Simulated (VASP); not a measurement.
# C (I4_1/amd) in VASP: a series of runs

The runs below take C through single point, with r2SCAN.

Everything below comes from runs of VASP 6.6.1. Logs are shortened: lines on timing, memory, paths and dates and some standing lists are left out, and cuts for length are marked.

### 1 The cell of the first run

The structure is tetragonal, space group I4_1/amd (No. 141). Conventional cell: a = 2.522 Å, b = 2.522 Å, c = 3.424 Å, α = 90.00°, β = 90.00°, γ = 90.00°. Within 2.0 Å of C (site symmetry -4m2) lie 4 C at 1.52 Å.

### 2 Single point, r2SCAN (strain +0.000 along x and y, -0.040 along z)

POSCAR reads:

```
C
1.0
    0.0000000000      1.7834000000      1.7120640000
    1.7834000000      0.0000000000      1.7120640000
    1.7834000000      1.7834000000      0.0000000000
C
2
Direct
    0.5000000000      0.5000000000      0.5000000000
    0.7500000000      0.7500000000      0.7500000000
```

INCAR.step1 reads:

```
SYSTEM = C
PREC     = Accurate       ! precision mode
ENCUT    = 1430           ! plane-wave cutoff, eV
ISMEAR   = 0              ! smearing method
SIGMA    = 0.05           ! smearing width, eV
LREAL    = .FALSE.        ! projectors in reciprocal space
LASPH    = .TRUE.         ! aspherical terms in the spheres
NELM     = 120            ! most SCF steps
NBANDS   = 11             ! bands
GGA      = PE             ! functional
ALGO     = Normal         ! electronic algorithm
EDIFF    = 1E-5           ! SCF threshold, eV
LWAVE    = .TRUE.         ! write WAVECAR
LCHARG   = .FALSE.        ! write CHGCAR
GGA_COMPAT= .FALSE.
```

INCAR.step2 reads:

```
SYSTEM = C
PREC     = Accurate       ! precision mode
ENCUT    = 1430           ! plane-wave cutoff, eV
EDIFF    = 1E-6           ! SCF threshold, eV
ISMEAR   = 0              ! smearing method
SIGMA    = 0.05           ! smearing width, eV
LREAL    = .FALSE.        ! projectors in reciprocal space
LASPH    = .TRUE.         ! aspherical terms in the spheres
NELM     = 120            ! most SCF steps
ALGO     = Normal         ! electronic algorithm
ISIF     = 2              ! what is computed and relaxed
LWAVE    = .FALSE.        ! write WAVECAR
LCHARG   = .TRUE.         ! write CHGCAR
METAGGA  = R2SCAN         ! meta-GGA
LMIXTAU  = .TRUE.       
LELF     = .TRUE.         ! ELF
LVHAR    = .TRUE.       
NBANDS   = 11             ! bands
ISTART   = 1            
GGA_COMPAT= .FALSE.
```

KPOINTS reads:

```
Automatic mesh
0
G
  12 12 12
  0 0 0
```

Potentials or basis: VASP PAW PBE potentials, release 64 (C_h).

Started as:

```bash
$ cat potpaw_PBE.64/C_h/POTCAR > POTCAR
$ cp INCAR.step1 INCAR
$ mpirun -np 1 vasp_std > vasp.out
$ cp INCAR.step2 INCAR
$ mpirun -np 1 vasp_std > vasp.out
```

OUTCAR:

```text
SYSTEM = C
   PREC = Accurate
   ENCUT = 1430
   EDIFF = 1E-6
   ISMEAR = 0
   LREAL = .FALSE.
   LASPH = .TRUE.
   NELM = 120
   ISIF = 2
   METAGGA = R2SCAN
   ISTART = 1

 ion  position               nearest neighbor table
   1  0.500  0.500  0.500-
   2  0.750  0.750  0.750-

  LATTYP: Found a body centered tetragonal cell.
 ALAT       =     2.5221084671
 C/A-ratio  =     1.3576450199

  Lattice vectors:

 A1 = (   0.0000000000,  -1.7834000000,  -1.7120640000)
 A2 = (   0.0000000000,   1.7834000000,  -1.7120640000)
 A3 = (   1.7834000000,   0.0000000000,   1.7120640000)

Analysis of symmetry for initial positions (statically):
=====================================================================
 Subroutine PRICEL returns:
 Original cell was already a primitive cell.

 Routine SETGRP: Setting up the symmetry group for a
 body centered tetragonal supercell.

 Subroutine GETGRP returns: Found 16 space group operations
 (whereof  8 operations were pure point group operations)
 out of a pool of 16 trial point group operations.

The static configuration has the point symmetry D_2d.
 The point group associated with its full space group is D_4h.

Analysis of symmetry for dynamics (positions and initial velocities):
=====================================================================
 Subroutine PRICEL returns:
 Original cell was already a primitive cell.

 Routine SETGRP: Setting up the symmetry group for a
 body centered tetragonal supercell.

 Subroutine GETGRP returns: Found 16 space group operations
 (whereof  8 operations were pure point group operations)
 out of a pool of 16 trial point group operations.

The dynamic configuration has the point symmetry D_2d.
 The point group associated with its full space group is D_4h.

 Subroutine INISYM returns: Found 16 space group operations
 (whereof  8 operations are pure point group operations),
 and found     1 'primitive' translations

----------------------------------------------------------------------------------------

                                     Primitive cell

  volume of cell :      10.8905

[... 89 lines left out ...]
   LREAL  =      F    real-space projection
   EDIFFG = 0.1E-04   stopping-criterion for IOM
   NSW    =      0    number of steps for IOM
   IBRION =     -1    ionic relax: 0-MD 1-quasi-New 2-CG
   NFREE  =      0    steps in history (QN), initial steepest desc. (CG)
   ISIF   =      2    stress and relaxation
   ISYM   =      2    0-nonsym 1-usesym 2-fastsym
   POTIM  = 0.5000    time-step for ionic-motion
   TEBEG  =    0.0;   TEEND  =   0.0 temperature during run
   PSTRESS=    0.0 pullay stress
   NELECT =       8.0000    total number of electrons
   NUPDOWN=      -1.0000    fix difference up-down
   EMIN   =  10.00;   EMAX   =-10.00  energy-range for DOS
   EFERMI =   0.00;   METHOD = LEGACY
   ISMEAR =     0;   SIGMA  =   0.05  broadening in eV -4-tet -1-fermi 0-gaus
   EFERMI_NEDOS =   21; number of points for ismear=-14 and -15
   IALGO  =     38    algorithm
   IMIX   =      4    mixing-type and parameters
     AMIX     =   0.40;   BMIX     =  1.00
     AMIX_MAG =   1.60;   BMIX_MAG =  1.00
  volume/ion in A,a.u.               =       5.45        36.75
  Fermi-wavevector in a.u.,A,eV,Ry     =   1.477142  2.791394 29.687222  2.181949
  Thomas-Fermi vector in A             =   2.591583
   LORBIT       =      0    0 simple, 1 ext, 2 COOP (PROOUT), +10 PAW based schemes
   METAGGA = R2SCAN    functional components
   LHFCALC =     F    Hartree Fock is set to
   AEXX    =    0.0000 exact exchange contribution
   IVDW    =     0    specifies the selected vdW correction
   LEPSILON=     F    determine dielectric tensor
   LRPA    =     F    only Hartree local field effects (RPA)
 non-spin polarized calculation
 Gauss-broadening in eV      SIGMA  =   0.05
  energy-cutoff  :     1430.00
  volume of cell :       10.89
 maximum number of plane-waves:      1355
   NGX = 15   NGY = 15   NGZ = 15

 number of electron       8.0000000 magnetization

 Free energy of the ion-electron system (eV)
  ---------------------------------------------------
  ext. energy  EPLUGINS =         0.00000000
  ---------------------------------------------------
  free energy    TOTEN  =       -19.66550666 eV

  energy without entropy =      -19.66550666  energy(sigma->0) =      -19.66550666

 E-fermi :  12.2474     XC(G=0): -14.4961

 val. band max:       11.9838763134   @ k =   0.0000   0.0000   0.0000
 cond. band min:      15.3588045365   @ k =   0.3333   0.3333   0.0000
 fundamental gap:      3.3749282231
 Fermi energy:        12.2474336311

 k-point     1 :       0.0000    0.0000    0.0000
  band No.  band energies     occupation
      1     -11.6782      2.00000
      2      11.3489      2.00000
      3      11.3489      2.00000
      4      11.9839      2.00000
      5      17.2026      0.00000
      6      17.7584      0.00000
      7      17.7584      0.00000
      8      26.3806      0.00000
      9      32.5530      0.00000
     10      38.2594      0.00000
     11      40.1577      0.00000
[... 309 lines left out ...]
 k-point    24 :      -0.4167    0.1667    0.0000
  band No.  band energies     occupation
      1      -5.1083      2.00000
      2      -1.9035      2.00000
      3       6.0396      2.00000
      4       7.2028      2.00000
      5      19.0736      0.00000
      6      22.5561      0.00000
      7      24.2602      0.00000
      8      28.2572      0.00000
      9      32.4707      0.00000
     10      37.3005      0.00000
     11      38.4274      0.00000

 [... further k-points ...]

------------------------ aborting loop because EDIFF is reached ----------------------------------------

  FORCE on cell =-STRESS in cart. coord.  units (eV):
  Direction    XX          YY          ZZ          XY          YZ          ZX
  --------------------------------------------------------------------------------------
  -------------------------------------------------------------------------------------
  Total        0.1976575      0.1976575      2.9415251      0.0000000      0.0000000      0.0000000
  in kB       29.0787888     29.0787888    432.7485567      0.0000000      0.0000000      0.0000000
  external PRESSURE =     163.6353781 kB  Pullay stress =       0.0000000 kB

 VOLUME and BASIS-vectors are now :
 -----------------------------------------------------------------------------
  energy-cutoff  :     1430.00
  volume of cell :       10.89
      direct lattice vectors                 reciprocal lattice vectors
     0.000000000  1.783400000  1.712064000    -0.280363351  0.280363351  0.292045157
     1.783400000  0.000000000  1.712064000     0.280363351 -0.280363351  0.292045157
     1.783400000  1.783400000  0.000000000     0.280363351  0.280363351 -0.292045157

 POSITION                                       TOTAL-FORCE (eV/Angst)
 -----------------------------------------------------------------------------------
      1.78340      1.78340      1.71206         0.000000      0.000000     -0.000000
      2.67510      2.67510      2.56810        -0.000000     -0.000000      0.000000
 -----------------------------------------------------------------------------------
    total drift:                                0.000000     -0.000000     -0.000000

  FREE ENERGIE OF THE ION-ELECTRON SYSTEM (eV)
  ---------------------------------------------------
  free  energy   TOTEN  =       -19.6655066634 eV

  energy  without entropy=      -19.6655066634  energy(sigma->0) =      -19.66550666
```

OUTCAR.step1:

```text
SYSTEM = C
   PREC = Accurate
   ENCUT = 1430
   ISMEAR = 0
   LREAL = .FALSE.
[... 561 lines left out ...]
      1.78340      1.78340      1.71206         0.000000      0.000000     -0.000000
      2.67510      2.67510      2.56810         0.000000      0.000000      0.000000
 -----------------------------------------------------------------------------------
    total drift:                                0.000000     -0.000000     -0.000000

  FREE ENERGIE OF THE ION-ELECTRON SYSTEM (eV)
  ---------------------------------------------------
  free  energy   TOTEN  =       -18.1480052808 eV

  energy  without entropy=      -18.1480052808  energy(sigma->0) =      -18.14800528
```

OSZICAR.step1:

```text
N       E                     dE             d eps       ncg     rms          rms(c)
DAV:   1     0.246648649472E+02    0.24665E+02   -0.85892E+03  3586   0.158E+03
DAV:   2    -0.173462524154E+02   -0.42011E+02   -0.39462E+02  5131   0.213E+02
DAV:   3    -0.188392893278E+02   -0.14930E+01   -0.14874E+01  4329   0.330E+01
DAV:   4    -0.188438414189E+02   -0.45521E-02   -0.45517E-02  3934   0.203E+00
DAV:   5    -0.188438464615E+02   -0.50426E-05   -0.50426E-05  4150   0.722E-02    0.502E+00
DAV:   6    -0.183228474526E+02    0.52100E+00   -0.26679E-01  3725   0.375E+00    0.275E+00
DAV:   7    -0.181459809115E+02    0.17687E+00   -0.32706E-01  3958   0.414E+00    0.362E-01
DAV:   8    -0.181479419974E+02   -0.19611E-02   -0.92491E-03  3822   0.907E-01    0.424E-02
DAV:   9    -0.181479883653E+02   -0.46368E-04   -0.59192E-05  4365   0.703E-02    0.193E-02
DAV:  10    -0.181480053772E+02   -0.17012E-04   -0.13763E-05  3937   0.344E-02    0.246E-03
DAV:  11    -0.181480052808E+02    0.96355E-07   -0.24886E-07  1922   0.525E-03
   1 F= -.18148005E+02 E0= -.18148005E+02  d E =-.113842E-29
```

It took 1.9 min on 1 thread of Intel Xeon 6975P-C (Granite Rapids), shared host; peak memory 0.21 GiB.

Results:

```
Free energy            : -19.6655 eV
Pressure               : 16.4 GPa
Band gap on the k mesh : 3.37 eV (least direct gap 5.22 eV)
```

Stress tensor (GPa, compression positive):
```
 2.91  0.00  0.00
 0.00  2.91  0.00
 0.00  0.00 43.27
```

Levels at points of the mesh, in eV from the valence-band top:
```
           k point  band 2  band 3  band 4  band 5  band 6  band 7
(0.00, 0.00, 0.00)   -0.63   -0.63    0.00    5.22    5.77    5.77
(0.50, 0.00, 0.00)  -14.91   -3.88   -3.11    8.24    8.47    9.92
(0.50, 0.50, 0.00)  -13.83   -7.75   -7.75    4.02    4.02   18.29
(0.50, 0.00, 0.50)  -14.51   -7.09   -7.09    5.05    5.05   17.98
```

Caveat: the cell differs from its parent crystal (strain +0.000 along x and y, -0.040 along z); the stress differs along the axes, from 3 to 43 GPa; the PAW data sets were made with another functional, which shifts forces and pressure a little. A k mesh can miss the band edges.

### 3 Single point, r2SCAN (strain -0.040 along x and y, +0.040 along z)

POSCAR reads:

```
C
1.0
    0.0000000000      1.7120640000      1.8547360000
    1.7120640000      0.0000000000      1.8547360000
    1.7120640000      1.7120640000      0.0000000000
C
2
Direct
    0.5000000000      0.5000000000      0.5000000000
    0.7500000000      0.7500000000      0.7500000000
```

INCAR.step1 reads:

```
SYSTEM = C
ALGO = Normal
EDIFF = 1E-5
ENCUT = 1430
GGA = PE
GGA_COMPAT = .False.
ISMEAR = 0
LASPH = .True.
LCHARG = .False.
LREAL = .False.
LWAVE = .True.
NBANDS = 11
NELM = 120
PREC = Accurate
SIGMA = 0.05
```

INCAR.step2 reads:

```
SYSTEM = C
ALGO = Normal
EDIFF = 1E-6
ENCUT = 1430
GGA_COMPAT = .False.
ISIF = 2
ISMEAR = 0
ISTART = 1
LASPH = .True.
LCHARG = .False.
LMIXTAU = .True.
LREAL = .False.
LWAVE = .False.
METAGGA = R2SCAN
NBANDS = 11
NELM = 120
PREC = Accurate
SIGMA = 0.05
```

KPOINTS reads:

```
k-points
0
Gamma
  12 12 12
  0 0 0
```

Potentials or basis: VASP PAW PBE potentials, release 64 (C_h).

Started as:

```bash
$ cat potpaw_PBE.64/C_h/POTCAR > POTCAR
$ cp INCAR.step1 INCAR
$ mpirun -np 1 vasp_std > vasp.out
$ cp INCAR.step2 INCAR
$ mpirun -np 1 vasp_std > vasp.out
```

OUTCAR:

```text
SYSTEM = C
   EDIFF = 1E-6
   ENCUT = 1430
   ISIF = 2
   ISMEAR = 0
   ISTART = 1
   LASPH = .True.
   LREAL = .False.
   METAGGA = R2SCAN
   NELM = 120
   PREC = Accurate

 ion  position               nearest neighbor table
   1  0.500  0.500  0.500-
   2  0.750  0.750  0.750-

  LATTYP: Found a body centered tetragonal cell.
 ALAT       =     2.4212241285
 C/A-ratio  =     1.5320646926

  Lattice vectors:

[... 521 lines left out ...]
     11      38.0588      0.00000

 [... further k-points ...]

------------------------ aborting loop because EDIFF is reached ----------------------------------------

  FORCE on cell =-STRESS in cart. coord.  units (eV):
  Direction    XX          YY          ZZ          XY          YZ          ZX
  --------------------------------------------------------------------------------------
  -------------------------------------------------------------------------------------
  Total        3.2078680      3.2078680     -2.8766271      0.0000000      0.0000000      0.0000000
  in kB      472.6884393    472.6884393   -423.8791504      0.0000000      0.0000000      0.0000000
  external PRESSURE =     173.8325761 kB  Pullay stress =       0.0000000 kB

 VOLUME and BASIS-vectors are now :
 -----------------------------------------------------------------------------
  energy-cutoff  :     1430.00
  volume of cell :       10.87
      direct lattice vectors                 reciprocal lattice vectors
     0.000000000  1.712064000  1.854736000    -0.292045157  0.292045157  0.269580145
     1.712064000  0.000000000  1.854736000     0.292045157 -0.292045157  0.269580145
     1.712064000  1.712064000  0.000000000     0.292045157  0.292045157 -0.269580145

 POSITION                                       TOTAL-FORCE (eV/Angst)
 -----------------------------------------------------------------------------------
      1.71206      1.71206      1.85474         0.000000      0.000000     -0.000000
      2.56810      2.56810      2.78210        -0.000000     -0.000000      0.000000
 -----------------------------------------------------------------------------------
    total drift:                               -0.000000     -0.000000      0.000000

  FREE ENERGIE OF THE ION-ELECTRON SYSTEM (eV)
  ---------------------------------------------------
  free  energy   TOTEN  =       -19.5432477532 eV

  energy  without entropy=      -19.5432477532  energy(sigma->0) =      -19.54324775
```

OUTCAR.step1:

```text
SYSTEM = C
   EDIFF = 1E-5
   ENCUT = 1430
   GGA = PE
   ISMEAR = 0
   LASPH = .True.
[... 559 lines left out ...]
 -----------------------------------------------------------------------------------
      1.71206      1.71206      1.85474         0.000000      0.000000     -0.000000
      2.56810      2.56810      2.78210        -0.000000     -0.000000      0.000000
 -----------------------------------------------------------------------------------
    total drift:                               -0.000000     -0.000000      0.000000

  FREE ENERGIE OF THE ION-ELECTRON SYSTEM (eV)
  ---------------------------------------------------
  free  energy   TOTEN  =       -18.0323997488 eV

  energy  without entropy=      -18.0323997488  energy(sigma->0) =      -18.03239975
```

OSZICAR.step1:

```text
N       E                     dE             d eps       ncg     rms          rms(c)
DAV:   1     0.247488107455E+02    0.24749E+02   -0.85353E+03  3586   0.157E+03
DAV:   2    -0.171073133999E+02   -0.41856E+02   -0.39535E+02  4908   0.216E+02
DAV:   3    -0.187188831303E+02   -0.16116E+01   -0.16046E+01  4380   0.338E+01
DAV:   4    -0.187238917534E+02   -0.50086E-02   -0.50082E-02  3834   0.206E+00
DAV:   5    -0.187238977249E+02   -0.59715E-05   -0.59714E-05  4193   0.777E-02    0.501E+00
DAV:   6    -0.182061422951E+02    0.51776E+00   -0.26478E-01  3777   0.374E+00    0.274E+00
DAV:   7    -0.180304229880E+02    0.17572E+00   -0.32413E-01  3966   0.412E+00    0.361E-01
DAV:   8    -0.180323389212E+02   -0.19159E-02   -0.90466E-03  3828   0.903E-01    0.421E-02
DAV:   9    -0.180323833688E+02   -0.44448E-04   -0.57640E-05  4372   0.693E-02    0.191E-02
DAV:  10    -0.180323998474E+02   -0.16479E-04   -0.13316E-05  3904   0.339E-02    0.242E-03
DAV:  11    -0.180323997488E+02    0.98580E-07   -0.22822E-07  1868   0.505E-03
   1 F= -.18032400E+02 E0= -.18032400E+02  d E =-.722212E-23
```

Run time: 1.9 min. Hardware: 1 thread of Intel Xeon Platinum 8488C (Sapphire Rapids), shared host; peak memory 0.22 GiB.

What came out:

| Item | Value |
| --- | --- |
| Free energy | -19.5432 eV |
| Pressure | 17.4 GPa |
| Band gap on the k mesh | 3.39 eV (least direct gap 5.23 eV) |

Levels at points of the mesh, in eV from the valence-band top:
| k point | band 1 | band 2 | band 3 | band 4 | band 5 | band 6 | band 7 | band 8 |
| --- | --- | --- | --- | --- | --- | --- | --- | --- |
| (0.00, 0.00, 0.00) | -23.74 | -1.42 | 0.00 | 0.00 | 5.23 | 5.23 | 6.32 | 14.25 |
| (0.50, 0.00, 0.00) | -17.52 | -14.97 | -4.37 | -2.72 | 7.04 | 8.99 | 10.49 | 16.73 |
| (0.50, 0.50, 0.00) | -15.21 | -15.21 | -6.49 | -6.49 | 6.02 | 6.02 | 17.75 | 17.75 |
| (0.50, 0.00, 0.50) | -13.89 | -13.89 | -7.75 | -7.75 | 4.03 | 4.03 | 17.88 | 17.88 |

Caveat: the cell differs from its parent crystal (strain -0.040 along x and y, +0.040 along z); the stress differs along the axes, from -42 to 47 GPa; the PAW data sets were made with another functional, which shifts forces and pressure a little. A k mesh can miss the band edges.
